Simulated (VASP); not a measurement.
A run of VASP 6.6.1 is set up as follows.

INCAR

```
PREC     = Accurate       # precision mode
ENCUT    = 520            # plane-wave cutoff, eV
EDIFF    = 1E-6           # SCF threshold, eV
ISMEAR   = 0              # smearing method
SIGMA    = 0.02           # smearing width, eV
LREAL    = F              # projectors in reciprocal space
LASPH    = T              # aspherical terms in the spheres
NELM     = 80             # most SCF steps
ALGO     = Normal         # electronic algorithm
ISIF     = 2              # what is computed and relaxed
LWAVE    = F              # write WAVECAR
LCHARG   = F              # write CHGCAR
GGA      = PE             # functional
NBANDS   = 16             # bands
```

The input KPOINTS:

```
Automatic mesh
0
Gamma
  8 8 8
```

POSCAR

```
AgCl
1.0
    0.0000000000      2.7775499752      2.7775499752
    2.7775499752      0.0000000000      2.7775499752
    2.7775499752      2.7775499752      0.0000000000
Ag Cl
1 1
Direct
    0.0000000000      0.0000000000      0.0000000000
    0.5000000000      0.5000000000      0.5000000000
```

Potentials or basis: VASP PAW PBE potentials, release 64 (Ag, Cl).

Run with:

```sh
$ cat potpaw_PBE.64/Ag/POTCAR potpaw_PBE.64/Cl/POTCAR > POTCAR
$ mpirun -np 1 vasp_std > vasp.out
```

Problem. Predict the pressure.

Solution. 1.2 GPa.

Problem. Estimate the band gap on the k mesh.

Solution. 0.91 eV, indirect (least direct gap 3.17 eV).

 A k mesh can miss the band edges.
